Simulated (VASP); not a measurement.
# BeS (F-43m) in VASP: a series of runs

BeS is run at these levels: PBE; tasks: elastic constants, density of states, vibrations by perturbation theory.

Program: VASP 6.6.1. These are calculated values, not measurements. Logs are shortened: lines on timing, memory, paths and dates and some standing lists are left out, and cuts for length are marked.

**1. The cell of the first run**

Symmetry: F-43m, No. 216, cubic system. The conventional cell has a = 4.876 Å, b = 4.876 Å, c = 4.876 Å, α = 90.00°, β = 90.00°, γ = 90.00°. Be (site symmetry -43m) has 4 S at 2.11 Å within 2.8 Å. S (site symmetry -43m) has 4 Be at 2.11 Å within 2.8 Å.

**2. Elastic constants, PBE**

Contents of INCAR:

```
SYSTEM = BeS
  PREC = Accurate
  ENCUT = 600
  EDIFF = 1E-8
  ISMEAR = 0
  SIGMA = 0.01
  LREAL = .False.
  LASPH = .True.
  NELM = 100
  ALGO = Normal
  ISIF = 3
  LWAVE = .False.
  LCHARG = .False.
  GGA = PE
  IBRION = 6
  NFREE = 2
  POTIM = 0.015
  NSW = 1
```

Contents of KPOINTS:

```
Automatic mesh
0
Gamma
  8 8 8
  0 0 0
```

Contents of POSCAR:

```
BeS
1.0
    0.0000000000      2.4380063198      2.4380063198
    2.4380063198      0.0000000000      2.4380063198
    2.4380063198      2.4380063198      0.0000000000
Be S
1 1
Direct
    0.0000000000      0.0000000000      0.0000000000
    0.2500000000      0.2500000000      0.2500000000
```

Potentials or basis: VASP PAW PBE potentials, release 64 (Be, S).

Run with:

```sh
> cat potpaw_PBE.64/Be/POTCAR potpaw_PBE.64/S/POTCAR > POTCAR
> mpirun -np 1 vasp_std > vasp.out
```

OUTCAR:

```text
SYSTEM = BeS
   PREC = Accurate
   ENCUT = 600
   EDIFF = 1E-8
   ISMEAR = 0
   LREAL = .False.
   LASPH = .True.
   NELM = 100
   ISIF = 3
   GGA = PE
   IBRION = 6
   NFREE = 2
   POTIM = 0.015
   NSW = 1

 ion  position               nearest neighbor table
   1  0.000  0.000  0.000-   2 2.11   2 2.11   2 2.11   2 2.11
   2  0.250  0.250  0.250-   1 2.11   1 2.11   1 2.11   1 2.11

  LATTYP: Found a face centered cubic cell.
 ALAT       =     4.8760126396

  Lattice vectors:

 A1 = (   0.0000000000,   2.4380063198,   2.4380063198)
 A2 = (   2.4380063198,   0.0000000000,   2.4380063198)
 A3 = (   2.4380063198,   2.4380063198,   0.0000000000)

Analysis of symmetry for initial positions (statically):
=====================================================================
 Subroutine PRICEL returns:
 Original cell was already a primitive cell.

 Routine SETGRP: Setting up the symmetry group for a
 face centered cubic supercell.

 Subroutine GETGRP returns: Found 24 space group operations
 (whereof 24 operations were pure point group operations)
 out of a pool of 48 trial point group operations.

The static configuration has the point symmetry T_d .

Analysis of symmetry for dynamics (positions and initial velocities):
=====================================================================
 Subroutine PRICEL returns:
 Original cell was already a primitive cell.

 Routine SETGRP: Setting up the symmetry group for a
 face centered cubic supercell.

 Subroutine GETGRP returns: Found 24 space group operations
 (whereof 24 operations were pure point group operations)
 out of a pool of 48 trial point group operations.

The dynamic configuration has the point symmetry T_d .

 Subroutine INISYM returns: Found 24 space group operations
 (whereof 24 operations are pure point group operations),
 and found     1 'primitive' translations

[... 343 lines left out ...]
  band No.  band energies     occupation
      1      -9.5756      2.00000
      2       3.9593      2.00000
      3       4.0106      2.00000
      4       4.0591      2.00000
      5       9.6654      0.00000
      6       9.6818      0.00000
      7       9.7081      0.00000
      8       9.7641      0.00000
[... 243 lines left out ...]
 k-point    24 :      -0.3750    0.2500    0.1250
  band No.  band energies     occupation
      1      -7.7415      2.00000
      2      -1.1623      2.00000
      3       1.2790      2.00000
      4       2.2373      2.00000
      5      10.1498      0.00000
      6      10.5497      0.00000
      7      13.0740      0.00000
      8      14.4602      0.00000

 [... further k-points ...]
[... 5 lines left out ...]
  --------------------------------------------------------------------------------------
  -------------------------------------------------------------------------------------
  Total        0.0094107      0.0109141      0.0109141      0.0000000      0.0602510      0.0000000
  in kB        0.5202334      0.6033440      0.6033440      0.0000000      3.3307365      0.0000000
  external PRESSURE =       0.5756405 kB  Pullay stress =       0.0000000 kB
[... 17 lines left out ...]
  FREE ENERGIE OF THE ION-ELECTRON SYSTEM (eV)
  ---------------------------------------------------
  free  energy   TOTEN  =       -10.0126451452 eV

  energy  without entropy=      -10.0126451452  energy(sigma->0) =      -10.01264515

 INTERNAL STRAIN TENSORS FROM STRAINED CELLS
 ============================================

 INTERNAL STRAIN TENSOR FOR ION    1 for displacements in x,y,z  (eV/Angst):
          X           Y           Z          XY          YZ          ZX
  --------------------------------------------------------------------------------
  x    -0.00000     0.00000    -0.00000    -0.00000     4.00589     0.00000
  y    -0.00000     0.00000    -0.00000    -0.00000     0.00000     4.00503
  z    -0.00000    -0.00000     0.00000     4.00498    -0.00000    -0.00000

 INTERNAL STRAIN TENSORS FROM DISPLACED ATOMS
 ============================================

 INTERNAL STRAIN TENSOR FOR ION    1 for displacements in x,y,z  (eV/Angst):
          X           Y           Z          XY          YZ          ZX
  --------------------------------------------------------------------------------
  x     0.00000     0.00000     0.00000     0.00000     4.00338     0.00000
  y    -0.00000     0.00000    -0.00000     0.00000     0.00000     4.00338
  z     0.00000     0.00000     0.00000     4.00338     0.00000     0.00000

 INTERNAL STRAIN TENSOR FOR ION    2 for displacements in x,y,z  (eV/Angst):
          X           Y           Z          XY          YZ          ZX
  --------------------------------------------------------------------------------
  x     0.00000     0.00000     0.00000     0.00000    -4.01022     0.00000
  y     0.00000     0.00000     0.00000     0.00000     0.00000    -4.01022
  z     0.00000     0.00000     0.00000    -4.01022     0.00000     0.00000

 Eigenvectors and eigenvalues of the dynamical matrix
 ----------------------------------------------------

   1 f  =   16.700402 THz   104.931721 2PiTHz  557.065451 cm-1    69.067282 meV
             X         Y         Z           dx          dy          dz
      0.000000  0.000000  0.000000     0.883533    0.000000    0.000000
      1.219003  1.219003  1.219003    -0.468369    0.000000    0.000000
[... 21 lines left out ...]
   6 f/i=    0.000737 THz     0.004633 2PiTHz    0.024594 cm-1     0.003049 meV
             X         Y         Z           dx          dy          dz
      0.000000  0.000000  0.000000    -0.009903   -0.401206   -0.241465
      1.219003  1.219003  1.219003    -0.018680   -0.756836   -0.455500

--------------------------------------------------------------------------------------------------------

 ELASTIC MODULI CONTR FROM IONIC RELAXATION (kBar)
 Direction    XX          YY          ZZ          XY          YZ          ZX
 --------------------------------------------------------------------------------
 XX          -0.0000     -0.0000     -0.0000     -0.0000     -0.0000      0.0000
 YY          -0.0000     -0.0000     -0.0000     -0.0000     -0.0000     -0.0000
 ZZ          -0.0000     -0.0000     -0.0000     -0.0000     -0.0000      0.0000
 XY          -0.0000     -0.0000     -0.0000   -110.5478      0.0000      0.0000
 YZ          -0.0000     -0.0000     -0.0000      0.0000   -110.5478      0.0000
 ZX           0.0000     -0.0000      0.0000      0.0000      0.0000   -110.5478
 --------------------------------------------------------------------------------

 TOTAL ELASTIC MODULI (kBar)
 Direction    XX          YY          ZZ          XY          YZ          ZX
 --------------------------------------------------------------------------------
 XX        1572.0895    608.6739    608.6739      0.0000     -0.0000     -0.0000
 YY         608.6739   1572.0895    608.6739      0.0000      0.0000     -0.0000
 ZZ         608.6739    608.6739   1572.0895      0.0000     -0.0000     -0.0000
 XY           0.0000      0.0000      0.0000    822.6701      0.0000      0.0000
 YZ          -0.0000      0.0000     -0.0000      0.0000    822.6701      0.0000
 ZX          -0.0000     -0.0000     -0.0000      0.0000      0.0000    822.6701
 --------------------------------------------------------------------------------
```

OSZICAR:

```text
N       E                     dE             d eps       ncg     rms          rms(c)
DAV:   1     0.235378337744E+02    0.23538E+02   -0.42716E+03   464   0.951E+02
[... 194 lines left out ...]
DAV:   2    -0.100127827370E+02   -0.19893E-02   -0.21615E-02  2152   0.137E+00    0.110E-01
DAV:   3    -0.100126545170E+02    0.12822E-03   -0.35278E-04  2072   0.145E-01    0.584E-02
DAV:   4    -0.100126468947E+02    0.76224E-05   -0.18248E-04  2072   0.940E-02    0.177E-02
DAV:   5    -0.100126464069E+02    0.48771E-06   -0.48772E-05  1768   0.521E-02    0.174E-02
DAV:   6    -0.100126450739E+02    0.13331E-05   -0.62775E-06  1808   0.208E-02    0.739E-03
DAV:   7    -0.100126451519E+02   -0.78039E-07   -0.76654E-07  1968   0.729E-03    0.256E-03
DAV:   8    -0.100126451452E+02    0.67254E-08   -0.28441E-08  1856   0.150E-03
  17 F= -.10012645E+02 E0= -.10012645E+02  d E =-.989082E-36
```

Run time: 2.3 min. Hardware: 1 thread of Intel Xeon 6975P-C (Granite Rapids), shared host; peak memory 0.23 GiB.

What came out:

| Quantity | Value |
| --- | --- |
| Elastic constants C11, C12, C44 | 157, 61, 82 GPa |
| Voigt bulk modulus | 93 GPa |
| Highest phonon frequency at Γ, LO-TO splitting left out | 557 cm⁻¹ |

Phonon frequencies in cm⁻¹ (negative: imaginary):
```tsv
q point	frequencies
(0.000, 0.000, 0.000)	0 0 0 557 557 557
```

Elastic tensor in Voigt notation (GPa, in the Cartesian axes of the cell as first typed):
```
157  61  61   0   0   0
 61 157  61   0   0   0
 61  61 157   0   0   0
  0   0   0  82   0   0
  0   0   0   0  82   0
  0   0   0   0   0  82
```

Clamped-ion elastic tensor (GPa):
```
157  61  61   0   0   0
 61 157  61   0   0   0
 61  61 157   0   0   0
  0   0   0  93   0   0
  0   0   0   0  93   0
  0   0   0   0   0  93
```

**3. Density of states, PBE**

Contents of POSCAR:

```
BeS
1.0
    0.0000000000      2.4379188670      2.4379188670
    2.4379188670      0.0000000000      2.4379188670
    2.4379188670      2.4379188670      0.0000000000
Be S
1 1
Direct
    0.0000000000      0.0000000000      0.0000000000
    0.2500000000      0.2500000000      0.2500000000
```

Contents of INCAR.step1:

```
ALGO = Normal ; EDIFF = 1E-7
ENCUT = 520 ; GGA = PE
ISIF = 2 ; ISMEAR = 0
LASPH = T ; LCHARG = T
LREAL = F ; LWAVE = F
NBANDS = 11 ; NELM = 60
PREC = Accurate ; SIGMA = 0.02
```

Contents of KPOINTS.step1:

```
k-points
0
Gamma
  8 8 8
```

Contents of INCAR.step2:

```
ALGO = Normal ; EDIFF = 1E-7
ENCUT = 520 ; GGA = PE
ICHARG = 11 ; ISIF = 2
ISMEAR = -5 ; LASPH = T
LCHARG = F ; LORBIT = 11
LREAL = F ; LWAVE = F
NEDOS = 2001 ; NELM = 60
PREC = Accurate ; SIGMA = 0.02
```

Contents of KPOINTS.step2:

```
k-points
0
Gamma
  12 12 12
```

Potentials or basis: VASP PAW PBE potentials, release 64 (Be, S).

Run with:

```sh
> cat potpaw_PBE.64/Be/POTCAR potpaw_PBE.64/S/POTCAR > POTCAR
> cp INCAR.step1 INCAR
> cp KPOINTS.step1 KPOINTS
> mpirun -np 1 vasp_std > vasp.out
> cp INCAR.step2 INCAR
> cp KPOINTS.step2 KPOINTS
> mpirun -np 1 vasp_std > vasp.out
```

It took 23 s on 1 thread of Intel Xeon Platinum 8259CL at 2.50GHz (Skylake/Cascade Lake), shared host; peak memory 0.15 GiB.

It converged, with:

- Valence electrons inside the program's atomic spheres: Be 1.02; S 3.83

Levels at points of the mesh, in eV from the valence-band top:
| k point | band 1 | band 2 | band 3 | band 4 | band 5 | band 6 | band 7 | band 8 |
| --- | --- | --- | --- | --- | --- | --- | --- | --- |
| (0.00, 0.00, 0.00) | -13.59 | 0.00 | 0.00 | 0.00 | 5.68 | 5.68 | 5.68 | 5.75 |
| (0.50, 0.00, 0.00) | -12.02 | -5.69 | -1.01 | -1.01 | 5.42 | 6.57 | 6.57 | 11.13 |
| (0.50, 0.50, 0.00) | -11.49 | -4.94 | -2.59 | -2.59 | 3.15 | 4.93 | 12.65 | 12.65 |

**4. Vibrations by perturbation theory, PBE**

Contents of INCAR:

```
  PREC = Accurate
  ENCUT = 520
  EDIFF = 1E-8
  ISMEAR = 0
  SIGMA = 0.01
  LREAL = False
  LASPH = True
  NELM = 60
  ALGO = Normal
  ISIF = 2
  LWAVE = False
  LCHARG = False
  GGA = PE
  NBANDS = 11
  IBRION = 8
  NSW = 1
  LEPSILON = True
```

Contents of KPOINTS:

```
regular mesh
0
Gamma
  8 8 8
```

Contents of POSCAR:

```
BeS
1.0
    0.0000000000      2.4380063198      2.4380063198
    2.4380063198      0.0000000000      2.4380063198
    2.4380063198      2.4380063198      0.0000000000
Be S
1 1
Direct
    0.0000000000      0.0000000000      0.0000000000
    0.2500000000      0.2500000000      0.2500000000
```

Potentials or basis: VASP PAW PBE potentials, release 64 (Be, S).

Run with:

```sh
> cat potpaw_PBE.64/Be/POTCAR potpaw_PBE.64/S/POTCAR > POTCAR
> mpirun -np 1 vasp_std > vasp.out
```

OUTCAR:

```text
PREC = Accurate
   ENCUT = 520
   EDIFF = 1E-8
   ISMEAR = 0
   LREAL = False
   LASPH = True
   NELM = 60
   ISIF = 2
   GGA = PE
   IBRION = 8
   NSW = 1
   LEPSILON = True

 ion  position               nearest neighbor table
   1  0.000  0.000  0.000-   2 2.11   2 2.11   2 2.11   2 2.11
   2  0.250  0.250  0.250-   1 2.11   1 2.11   1 2.11   1 2.11

  LATTYP: Found a face centered cubic cell.
 ALAT       =     4.8760126396

[... 664 lines left out ...]
      1.219003  1.219003  1.219003     0.000000    0.000000   -0.468399
[... 21 lines left out ...]
   6 f/i=    0.000173 THz     0.001089 2PiTHz    0.005783 cm-1     0.000717 meV
             X         Y         Z           dx          dy          dz
      0.000000  0.000000  0.000000     0.000000    0.000000   -0.468399
      1.219003  1.219003  1.219003     0.000000    0.000000   -0.883517

--------------------------------------------------------------------------------------------------------

 MACROSCOPIC STATIC DIELECTRIC TENSOR IONIC CONTRIBUTION
 ------------------------------------------------------
           2.067040     0.000000    -0.000000
           0.000000     2.067040     0.000000
          -0.000000     0.000000     2.067040
 ------------------------------------------------------

 ELASTIC MODULI CONTR FROM IONIC RELAXATION (kBar)
 Direction    XX          YY          ZZ          XY          YZ          ZX
 --------------------------------------------------------------------------------
 XX          -0.0000     -0.0000      0.0000     -0.0000      0.0000      0.0000
 YY          -0.0000     -0.0000     -0.0000     -0.0000     -0.0000      0.0000
 ZZ           0.0000     -0.0000     -0.0000      0.0000     -0.0000      0.0000
 XY          -0.0000     -0.0000      0.0000   -102.5564     -0.0000     -0.0000
 YZ           0.0000     -0.0000     -0.0000     -0.0000   -102.5564     -0.0000
 ZX           0.0000      0.0000      0.0000     -0.0000     -0.0000   -102.5564
 --------------------------------------------------------------------------------

 PIEZOELECTRIC TENSOR IONIC CONTR  for field in x, y, z        (C/m^2)
          XX          YY          ZZ          XY          YZ          ZX
  --------------------------------------------------------------------------------
  x    -0.00000     0.00000     0.00000    -0.00000     0.43324     0.00000
  y    -0.00000    -0.00000    -0.00000     0.00000     0.00000     0.43324
  z     0.00000     0.00000    -0.00000     0.43324    -0.00000    -0.00000
```

OSZICAR:

```text
N       E                     dE             d eps       ncg     rms          rms(c)
DAV:   1     0.211116310070E+02    0.21112E+02   -0.38453E+03   638   0.622E+02
DAV:   2    -0.886802771552E+01   -0.29980E+02   -0.28039E+02   792   0.116E+02
[... 157 lines left out ...]
RMM:   7    -0.102804874825E+00   -0.53221E-05   -0.65913E-07  3498   0.156E-03    0.111E-03
RMM:   8    -0.102801511258E+00    0.33636E-05   -0.20731E-08  3684   0.369E-04    0.215E-04
RMM:   9    -0.102800655033E+00    0.85622E-06    0.73626E-08  3654   0.153E-04    0.167E-05
RMM:  10    -0.102800585914E+00    0.69119E-07    0.68173E-09  3776   0.292E-05    0.195E-05
RMM:  11    -0.102800630543E+00   -0.44629E-07   -0.81092E-09  3754   0.101E-05    0.432E-06
RMM:  12    -0.102800626950E+00    0.35938E-08    0.16151E-09  3512   0.460E-06    0.314E-06
 Linear response finished
```

It took 4.5 min on 1 thread of Intel Xeon Platinum 8259CL at 2.50GHz (Skylake/Cascade Lake), shared host; peak memory 0.22 GiB.

What came out:

```yaml
Electronic_dielectric_tensor_diagonal: 5.28
Born_charges_mean_of_the_diagonal: Be +1.63; S -1.63 e
Highest_phonon_frequency_at_Γ_LO-TO_splitting_left_out: 557 cm⁻¹
```

Phonon frequencies in cm⁻¹ (negative: imaginary):
| q point | frequencies |
| --- | --- |
| (0.000, 0.000, 0.000) | 0 0 0 557 557 557 |

Electronic dielectric tensor:
```
5.28 0.00 0.00
0.00 5.28 0.00
0.00 0.00 5.28
```

Born effective charge tensors (e):
atom 1, Be
```
1.63 0.00 0.00
0.00 1.63 0.00
0.00 0.00 1.63
```
atom 2, S
```
-1.63  0.00  0.00
 0.00 -1.63  0.00
 0.00  0.00 -1.63
```
